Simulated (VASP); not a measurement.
# Si3N4 (P6_3/m) in VASP: notebook

Runs on Si3N4. Level: PBE. Tasks: single point.

All numbers are computed with VASP 6.6.1; they aren't measurements. Logs are shortened: lines on timing, memory, paths and dates and some standing lists are left out, and cuts for length are marked.

### Step 1. The cell of the first run

It takes space group P6_3/m (No. 176, hexagonal). The conventional cell has a = 7.682 Å, b = 7.682 Å, c = 2.895 Å, α = 90.00°, β = 90.00°, γ = 120.00°. Si (site symmetry m) has 4 N at 1.74 to 1.75 Å within 2.3 Å. N (site symmetry -6) has 3 Si at 1.74 Å within 2.3 Å. N (site symmetry m) has 3 Si at 1.74 to 1.75 Å within 2.3 Å.

### Step 2. Single point, PBE (epitaxial xy strain +1.0%)

Input file INCAR:

```
PREC = Accurate
ENCUT = 520
EDIFF = 1E-7
ISMEAR = -1
SIGMA = 0.02
LREAL = F
LASPH = T
NELM = 80
ALGO = Normal
ISIF = 2
LWAVE = F
LCHARG = F
GGA = PE
NBANDS = 45
```

Input file KPOINTS:

```
Automatic mesh
0
Gamma
  6 6 8
```

Input file POSCAR:

```
Si3N4
1.0
    7.6817206964      0.0000000000      0.0000000000
   -3.8408603482      6.6525652678      0.0000000000
    0.0000000000      0.0000000000      2.8948339386
Si N
6 8
Direct
    0.2298742873      0.8233733104      0.7500000000
    0.4065009768      0.2298742873      0.2500000000
    0.8233733104      0.5934990232      0.2500000000
    0.1766266896      0.4065009768      0.7500000000
    0.5934990232      0.7701257127      0.7500000000
    0.7701257127      0.1766266896      0.2500000000
    0.3333333333      0.6666666667      0.7500000000
    0.6666666667      0.3333333333      0.2500000000
    0.9686652414      0.6694686315      0.7500000000
    0.2991966099      0.9686652414      0.2500000000
    0.6694686315      0.7008033901      0.2500000000
    0.3305313685      0.2991966099      0.7500000000
    0.0313347586      0.3305313685      0.2500000000
    0.7008033901      0.0313347586      0.7500000000
```

Potentials or basis: VASP PAW PBE potentials, release 64 (Si, N).

Run with:

```bash
$ cat potpaw_PBE.64/Si/POTCAR potpaw_PBE.64/N/POTCAR > POTCAR
$ mpirun -np 1 vasp_std > vasp.out
```

OUTCAR:

```text
PREC = Accurate
   ENCUT = 520
   EDIFF = 1E-7
   ISMEAR = -1
   LREAL = F
   LASPH = T
   NELM = 80
   ISIF = 2
   GGA = PE

 ion  position               nearest neighbor table
   1  0.230  0.823  0.750-  10 1.74  10 1.74   7 1.74   9 1.75   4 3.02   5 3.02   3 3.07   3 3.07
                             2 3.07   2 3.07
   2  0.407  0.230  0.250-  12 1.74  12 1.74   8 1.74  10 1.75   3 3.02   6 3.02   4 3.07   4 3.07
                             1 3.07   1 3.07
   3  0.823  0.593  0.250-   9 1.74   9 1.74   8 1.74  11 1.75   6 3.02   2 3.02   5 3.07   5 3.07
                             1 3.07   1 3.07
   4  0.177  0.407  0.750-  13 1.74  13 1.74   7 1.74  12 1.75   1 3.02   5 3.02   2 3.07   2 3.07
                             6 3.07   6 3.07
   5  0.593  0.770  0.750-  11 1.74  11 1.74   7 1.74  14 1.75   4 3.02   1 3.02   3 3.07   3 3.07
                             6 3.07   6 3.07
   6  0.770  0.177  0.250-  14 1.74  14 1.74   8 1.74  13 1.75   3 3.02   2 3.02   4 3.07   4 3.07
                             5 3.07   5 3.07
   7  0.333  0.667  0.750-   1 1.74   4 1.74   5 1.74
   8  0.667  0.333  0.250-   6 1.74   3 1.74   2 1.74
   9  0.969  0.669  0.750-   3 1.74   3 1.74   1 1.75
  10  0.299  0.969  0.250-   1 1.74   1 1.74   2 1.75
  11  0.669  0.701  0.250-   5 1.74   5 1.74   3 1.75
  12  0.331  0.299  0.750-   2 1.74   2 1.74   4 1.75
  13  0.031  0.331  0.250-   4 1.74   4 1.74   6 1.75
  14  0.701  0.031  0.750-   6 1.74   6 1.74   5 1.75

  LATTYP: Found a hexagonal cell.
 ALAT       =     7.6817206964
 C/A-ratio  =     0.3768470702

  Lattice vectors:

 A1 = (   7.6817206964,   0.0000000000,   0.0000000000)
 A2 = (  -3.8408603482,   6.6525652678,   0.0000000000)
 A3 = (   0.0000000000,   0.0000000000,   2.8948339386)

Analysis of symmetry for initial positions (statically):
=====================================================================
 Subroutine PRICEL returns:
 Original cell was already a primitive cell.

 Routine SETGRP: Setting up the symmetry group for a
 hexagonal supercell.

 Subroutine GETGRP returns: Found 12 space group operations
 (whereof  6 operations were pure point group operations)
 out of a pool of 24 trial point group operations.

The static configuration has the point symmetry S_6 .
 The point group associated with its full space group is C_6h.
[... 148 lines left out ...]
   PSTRESS=    0.0 pullay stress
   NELECT =      64.0000    total number of electrons
   NUPDOWN=      -1.0000    fix difference up-down
   EMIN   =  10.00;   EMAX   =-10.00  energy-range for DOS
   EFERMI =   0.00;   METHOD = LEGACY
   ISMEAR =    -1;   SIGMA  =   0.02  broadening in eV -4-tet -1-fermi 0-gaus
   EFERMI_NEDOS =   21; number of points for ismear=-14 and -15
   IALGO  =     38    algorithm
   IMIX   =      4    mixing-type and parameters
     AMIX     =   0.40;   BMIX     =  1.00
     AMIX_MAG =   1.60;   BMIX_MAG =  1.00
  volume/ion in A,a.u.               =      10.57        71.31
  Fermi-wavevector in a.u.,A,eV,Ry     =   1.238163  2.339788 20.858369  1.533047
  Thomas-Fermi vector in A             =   2.372700
   LORBIT       =      0    0 simple, 1 ext, 2 COOP (PROOUT), +10 PAW based schemes
   GGA     = PE    functional components
   LHFCALC =     F    Hartree Fock is set to
   AEXX    =    0.0000 exact exchange contribution
   IVDW    =     0    specifies the selected vdW correction
   LEPSILON=     F    determine dielectric tensor
   LRPA    =     F    only Hartree local field effects (RPA)
 non-spin polarized calculation
  energy-cutoff  :      520.00
  volume of cell :      147.94
 maximum number of plane-waves:      4013
 NGX is ok and might be reduce to    60
   NGX = 29   NGY = 29   NGZ = 11

 number of electron      63.9999990 magnetization

 Free energy of the ion-electron system (eV)
  ---------------------------------------------------
  ext. energy  EPLUGINS =         0.00000000
  ---------------------------------------------------
  free energy    TOTEN  =      -114.51635775 eV

  energy without entropy =     -114.51635775  energy(sigma->0) =     -114.51635775

 E-fermi :   6.9927     XC(G=0): -10.7307

 val. band max:        6.5808401133   @ k =   0.0000   0.0000   0.1250
 cond. band min:      11.0742414428   @ k =   0.0000   0.0000   0.0000
 fundamental gap:      4.4934013294
 Fermi energy:         6.9926563442

 k-point     1 :       0.0000    0.0000    0.0000
  band No.  band energies     occupation
      1     -11.5250      2.00000
      2     -10.1203      2.00000
      3     -10.1203      2.00000
      4      -9.4759      2.00000
      5      -9.3512      2.00000
      6      -9.3512      2.00000
[... 1117 lines left out ...]
     43      14.9004      0.00000
     44      14.9004      0.00000

 [... further k-points ...]

 [bands above 44 left out]

------------------------ aborting loop because EDIFF is reached ----------------------------------------

  FORCE on cell =-STRESS in cart. coord.  units (eV):
  Direction    XX          YY          ZZ          XY          YZ          ZX
  --------------------------------------------------------------------------------------
  -------------------------------------------------------------------------------------
  Total       -0.3654648     -0.3654648      4.8570610     -0.0000001      0.0000000      0.0000000
  in kB       -3.9580827     -3.9580827     52.6032809     -0.0000008      0.0000000      0.0000000
  external PRESSURE =      14.8957052 kB  Pullay stress =       0.0000000 kB

 VOLUME and BASIS-vectors are now :
 -----------------------------------------------------------------------------
  energy-cutoff  :      520.00
  volume of cell :      147.94
      direct lattice vectors                 reciprocal lattice vectors
     7.681720696  0.000000000  0.000000000     0.130179167  0.075158977  0.000000000
    -3.840860348  6.652565268  0.000000000     0.000000000  0.150317954  0.000000000
     0.000000000  0.000000000  2.894833939     0.000000000  0.000000000  0.345442958

 POSITION                                       TOTAL-FORCE (eV/Angst)
 -----------------------------------------------------------------------------------
     -1.39663      5.47754      2.17113         0.023338      0.015704      0.000000
      2.23971      1.52925      0.72371        -0.001931      0.028063     -0.000000
      4.04538      3.94829      0.72371         0.025269     -0.012359     -0.000000
     -0.20452      2.70427      2.17113        -0.025269      0.012359     -0.000000
      1.60115      5.12331      2.17113         0.001931     -0.028063      0.000000
      5.23749      1.17502      0.72371        -0.023338     -0.015704     -0.000000
     -0.00000      4.43504      2.17113        -0.000000      0.000000      0.000000
      3.84086      2.21752      0.72371        -0.000000      0.000000      0.000000
      4.86968      4.45368      2.17113         0.037467      0.033875     -0.000000
     -1.42216      6.44411      0.72371        -0.010603      0.049385      0.000000
      2.45098      4.66214      0.72371         0.048070     -0.015510     -0.000000
      1.38988      1.99042      2.17113        -0.048070      0.015510     -0.000000
     -1.02882      2.19888      0.72371        -0.037467     -0.033875     -0.000000
      5.26302      0.20846      2.17113         0.010603     -0.049385      0.000000
 -----------------------------------------------------------------------------------
    total drift:                                0.000000     -0.000000      0.000000

  FREE ENERGIE OF THE ION-ELECTRON SYSTEM (eV)
  ---------------------------------------------------
  free  energy   TOTEN  =      -114.5163577495 eV

  energy  without entropy=     -114.5163577495  energy(sigma->0) =     -114.51635775
```

OSZICAR:

```text
N       E                     dE             d eps       ncg     rms          rms(c)
DAV:   1     0.291108142500E+03    0.29111E+03   -0.31586E+04  3600   0.131E+03
DAV:   2    -0.107058054083E+03   -0.39817E+03   -0.37889E+03  4679   0.279E+02
DAV:   3    -0.130642030139E+03   -0.23584E+02   -0.23423E+02  4592   0.719E+01
DAV:   4    -0.131014957382E+03   -0.37293E+00   -0.37182E+00  4512   0.971E+00
DAV:   5    -0.131023798044E+03   -0.88407E-02   -0.88323E-02  4400   0.144E+00    0.291E+01
DAV:   6    -0.114618225137E+03    0.16406E+02   -0.58544E+01  4329   0.307E+01    0.130E+01
DAV:   7    -0.114557821896E+03    0.60403E-01   -0.29828E+00  4536   0.710E+00    0.622E+00
DAV:   8    -0.114513978362E+03    0.43844E-01   -0.15886E-01  4396   0.195E+00    0.216E+00
DAV:   9    -0.114513661802E+03    0.31656E-03   -0.36843E-02  4480   0.998E-01    0.313E-01
DAV:  10    -0.114515617844E+03   -0.19560E-02   -0.38102E-03  4126   0.268E-01    0.169E-01
DAV:  11    -0.114516306489E+03   -0.68864E-03   -0.96757E-04  4120   0.158E-01    0.264E-02
DAV:  12    -0.114516334817E+03   -0.28328E-04   -0.43886E-05  4459   0.367E-02    0.116E-02
DAV:  13    -0.114516353817E+03   -0.19000E-04   -0.19487E-05  4008   0.205E-02    0.492E-03
DAV:  14    -0.114516357130E+03   -0.33130E-05   -0.28879E-06  4368   0.889E-03    0.294E-03
DAV:  15    -0.114516357805E+03   -0.67533E-06   -0.15413E-06  4006   0.511E-03    0.211E-03
DAV:  16    -0.114516357750E+03    0.55894E-07   -0.74320E-08  3320   0.161E-03
   1 F= -.11451636E+03 E0= -.11451636E+03  d E =-.804166E-11
```

stdout:

```text
POSCAR found type information on POSCAR SiN
 POSCAR found :  2 types and      14 ions
 scaLAPACK will be used
 LDA part: xc-table for (Slater+PW92), standard interpolation
 POSCAR, INCAR and KPOINTS ok, starting setup
 FFT: planning ... GRIDC
 FFT: planning ... GRID_SOFT
 FFT: planning ... GRID
 WAVECAR not read
 entering main loop
```

It took 2.2 min on 1 thread of Intel Xeon 6975P-C (Granite Rapids), shared host; peak memory 0.38 GiB.

Results:

```
Free energy            : -114.5164 eV
Pressure               : 1.5 GPa
Largest force          : 0.051 eV/Å
Band gap on the k mesh : 4.49 eV (least direct gap 4.59 eV)
```

Forces in eV/Å, atoms in the order of the input:
```
Si   0.023  0.016  0.000
Si  -0.002  0.028  0.000
Si   0.025 -0.012  0.000
Si  -0.025  0.012  0.000
Si   0.002 -0.028  0.000
Si  -0.023 -0.016  0.000
N    0.000  0.000  0.000
N    0.000  0.000  0.000
N    0.037  0.034  0.000
N   -0.011  0.049  0.000
N    0.048 -0.016  0.000
N   -0.048  0.016  0.000
N   -0.037 -0.034  0.000
N    0.011 -0.049  0.000
```

Levels at points of the mesh, in eV from the valence-band top:
```csv
k point,band 29,band 30,band 31,band 32,band 33,band 34,band 35,band 36
"(0.00, 0.00, 0.00)",-1.27,-0.41,-0.35,-0.10,4.49,4.72,4.97,4.97
"(0.50, 0.00, 0.00)",-1.33,-0.80,-0.22,-0.15,4.64,4.83,5.02,5.32
"(0.00, 0.00, 0.50)",-1.58,-1.58,-1.29,-1.29,4.59,4.59,4.59,4.59
"(0.50, 0.00, 0.50)",-1.47,-1.47,-1.02,-1.02,4.62,4.62,5.75,5.75
```

Caveat: the cell differs from its parent crystal (epitaxial xy strain +1.0%); the stress differs along the axes, from -0 to 5 GPa.

(Part 1 of 2 ends here.)
